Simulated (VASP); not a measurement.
# CuSn2O2 in VASP: notebook, part 2 of 2

VASP 6.6.1. The steps go on from the part before.

## Step 3: Single point, PBE+D3(BJ), collinear spin

INCAR reads:

```
SYSTEM = CuSn2O2
ALGO = Normal
DIPOL = 0.5 0.5 0.311
EDIFF = 1E-6
ENCUT = 520
GGA = PE
IDIPOL = 3
ISIF = 2
ISMEAR = 0
ISPIN = 2
IVDW = 12
LASPH = .True.
LCHARG = .False.
LDIPOL = .True.
LMAXMIX = 4
LORBIT = 11
LREAL = .False.
LWAVE = .False.
MAGMOM = 0 0 0 0 1
NBANDS = 38
NELM = 150
PREC = Accurate
SIGMA = 0.05
```

KPOINTS reads:

```
k-points
0
Gamma
  7 7 1
  0 0 0
```

POSCAR reads:

```
CuSn2O2
1.0
    3.8201708766      0.0000000000      0.0000000000
    0.0000000000      3.8201708766      0.0000000000
    0.0000000000      0.0000000000     19.3630360333
Sn O Cu
2 2 1
Direct
    0.5000000000      0.0000000000      0.2065791745
    0.0000000000      0.5000000000      0.3286176828
    0.0000000000      0.0000000000      0.2675984287
    0.5000000000      0.5000000000      0.2675984287
    0.3750000000      1.0000000000      0.4835520637
```

Potentials or basis: VASP PAW PBE potentials, release 64 (Sn_d, O, Cu).

Launch:

```bash
cat potpaw_PBE.64/Sn_d/POTCAR potpaw_PBE.64/O/POTCAR potpaw_PBE.64/Cu/POTCAR > POTCAR
mpirun -np 1 vasp_std > vasp.out
```

OUTCAR:

```text
SYSTEM = CuSn2O2
   EDIFF = 1E-6
   ENCUT = 520
   GGA = PE
   ISIF = 2
   ISMEAR = 0
   ISPIN = 2
   IVDW = 12
   LASPH = .True.
   LORBIT = 11
   LREAL = .False.
   NELM = 150
   PREC = Accurate
 IVDW          = 12

 ion  position               nearest neighbor table
   1  0.500  0.000  0.207-   3 2.25   4 2.25   4 2.25   3 2.25   2 3.59   2 3.59   2 3.59   2 3.59

   2  0.000  0.500  0.329-   3 2.25   4 2.25   3 2.25   4 2.25   1 3.59   1 3.59   1 3.59   1 3.59

   3  0.000  0.000  0.268-   2 2.25   2 2.25   1 2.25   1 2.25
   4  0.500  0.500  0.268-   2 2.25   2 2.25   1 2.25   1 2.25
   5  0.375  0.000  0.484-

  LATTYP: Found a simple tetragonal cell.
 ALAT       =     3.8201708766
[... 1518 lines left out ...]
 -----------------------------------------------------------------------------------
      1.91009      0.00000      4.00000         0.006752      0.000000     -0.058589
      0.00000      1.91009      6.36304         0.074955      0.000000      0.218659
      0.00000      0.00000      5.18152        -0.009933      0.000000      0.017366
      1.91009      1.91009      5.18152        -0.001288      0.000000      0.039700
      1.43256      0.00000      9.36304        -0.070486      0.000000     -0.217137
 -----------------------------------------------------------------------------------
    total drift:                               -0.000069      0.000000      0.002571

  FREE ENERGIE OF THE ION-ELECTRON SYSTEM (eV)
  ---------------------------------------------------
  free  energy   TOTEN  =       -24.3509751875 eV

  energy  without entropy=      -24.3480807317  energy(sigma->0) =      -24.34952796

 vacuum level on the upper side and lower side of the slab         3.610         3.231

 total charge

# of ion       s       p       d       tot
------------------------------------------
    1        1.280   0.762  10.054  12.097
    2        1.270   0.752  10.058  12.080
    3        1.577   3.428   0.000   5.005
    4        1.577   3.427   0.000   5.005
    5        0.334   0.017   9.362   9.713
--------------------------------------------------
tot          6.039   8.386  29.475  43.899

 magnetization (x)

# of ion       s       p       d       tot
------------------------------------------
    1       -0.000  -0.000   0.000  -0.000
    2       -0.000  -0.000  -0.000  -0.000
    3       -0.000  -0.000   0.000  -0.000
    4        0.000  -0.000   0.000  -0.000
    5       -0.000  -0.000  -0.000  -0.000
--------------------------------------------------
tot         -0.000  -0.000  -0.000  -0.000
```

stdout:

```text
POSCAR found type information on POSCAR SnO Cu
 POSCAR found :  3 types and       5 ions
 scaLAPACK will be used
 LDA part: xc-table for (Slater+PW92), standard interpolation
 POSCAR, INCAR and KPOINTS ok, starting setup
 FFT: planning ... GRIDC
 FFT: planning ... GRID_SOFT
 FFT: planning ... GRID
 WAVECAR not read
 entering main loop
```

It took 6.3 min on 1 thread of Intel Xeon Platinum 8559C (Emerald Rapids), shared host; peak memory 0.55 GiB.

What came out:

| Property | Result |
| --- | --- |
| Free energy | -24.3510 eV |
| Largest force | 0.231 eV/Å |
| Net moment | 0.00 μB per cell |
| Valence electrons inside the program's atomic spheres | Sn 12.10, 12.08; O 5.00; Cu 9.71 |
| Dispersion energy per atom | -0.169 eV |

Forces in eV/Å, atoms in the order of the input:
```
Sn   0.007  0.000 -0.059
Sn   0.075  0.000  0.219
O   -0.010  0.000  0.017
O   -0.001  0.000  0.040
Cu  -0.070  0.000 -0.217
```

Levels at points of the mesh, in eV from the Fermi level:
Spin up:
| k point | band 24 | band 25 | band 26 | band 27 | band 28 | band 29 |
| --- | --- | --- | --- | --- | --- | --- |
| (0.00, 0.00, 0.00) | -0.89 | -0.85 | -0.44 | 2.15 | 2.19 | 4.12 |
Spin down:
```tsv
k point	band 22	band 23	band 24	band 25	band 26	band 27	band 28	band 29	band 30	band 31
(0.00, 0.00, 0.00)	-1.04	-0.89	-0.89	-0.85	-0.44	2.15	2.19	4.14	4.50	4.58
```

Caveat: spin-orbit coupling is left out, which moves the levels of the heavy elements.

## Step 4: Single point, revPBE+D3(BJ), collinear spin

INCAR reads:

```
SYSTEM = CuSn2O2
  PREC = Accurate
  ENCUT = 520
  EDIFF = 1E-6
  ISMEAR = 0
  SIGMA = 0.05
  LREAL = .False.
  LASPH = .True.
  NELM = 200
  ALGO = Normal
  ISIF = 2
  LWAVE = .False.
  LCHARG = .False.
  ISPIN = 2
  MAGMOM = 0 0 0 0 1
  LORBIT = 11
  LMAXMIX = 4
  LDIPOL = .True.
  IDIPOL = 3
  DIPOL = 0.5 0.5 0.311
  GGA = RE
  IVDW = 12
  NBANDS = 38
  GGA_COMPAT = .False.
  NELMDL = -8
```

KPOINTS reads:

```
Automatic mesh
0
Gamma
  7 7 1
  0 0 0
```

POSCAR, as its differences from that of step 3:

```diff
@@ -12,2 +12,2 @@
     0.5000000000      0.5000000000      0.2675984287
-    0.3750000000      1.0000000000      0.4835520637
+    0.1250000000      1.0000000000      0.4835520637
```

Launch:

```bash
cat potpaw_PBE.64/Sn_d/POTCAR potpaw_PBE.64/O/POTCAR potpaw_PBE.64/Cu/POTCAR > POTCAR
mpirun -np 1 vasp_std > vasp.out
```

Wall time 13 min (1 thread of Intel Xeon Platinum 8259CL at 2.50GHz (Skylake/Cascade Lake), shared host); peak memory 0.57 GiB.

It converged, with:

```
Free energy                                           : -23.8824 eV
Largest force                                         : 0.452 eV/Å
Net moment                                            : 0.04 μB per cell
Valence electrons inside the program's atomic spheres : Sn 12.10, 12.07; O 5.01; Cu 9.72
Dispersion energy per atom                            : -0.326 eV
```

Forces in eV/Å, atoms in the order of the input:
```
Sn   0.005  0.000 -0.208
Sn   0.058  0.000  0.448
O   -0.009  0.000  0.002
O   -0.005  0.000  0.107
Cu  -0.050  0.000 -0.350
```

Levels at points of the mesh, in eV from the Fermi level:
Spin up:
```tsv
k point	band 22	band 23	band 24	band 25	band 26	band 27	band 28	band 29	band 30	band 31
(0.00, 0.00, 0.00)	-1.09	-0.91	-0.89	-0.83	-0.52	1.94	2.06	3.83	4.26	4.35
```
Spin down:
| k point | band 24 | band 25 | band 26 | band 27 | band 28 | band 29 |
| --- | --- | --- | --- | --- | --- | --- |
| (0.00, 0.00, 0.00) | -0.88 | -0.83 | -0.51 | 1.94 | 2.07 | 3.81 |

Caveat: the PAW data sets were made with another functional, which shifts forces and pressure a little; spin-orbit coupling is left out, which moves the levels of the heavy elements. With open d or f shells a metallic result of revPBE can be an artefact of self-interaction; +U or a hybrid may open a gap.

## Step 5: The runs side by side

| level | cell | gap on the mesh (eV) | moment (μB) | largest force (eV/Å) |
| --- | --- | --- | --- | --- |
| PBE+D3(BJ) | as given, atomic positions A | none | 0.00 | 0.30 |
| PBE+D3(BJ) | as given, atomic positions B | none | 0.00 | 0.23 |
| revPBE+D3(BJ) | as given, atomic positions C | none | 0.04 | 0.45 |

Alike in all rows: task single point; potentials or basis VASP PAW PBE potentials, release 64 (Sn_d, O, Cu); spin collinear; k mesh 7 × 7 × 1; cutoff (eV) 520; smearing gaussian 0.05 eV.

Caveats: spin-orbit coupling is left out, which moves the levels of the heavy elements; the PAW data sets were made with another functional, which shifts forces and pressure a little (at least some runs).

Total energies depend on the potentials used, so only differences within one code and one set of settings carry meaning.
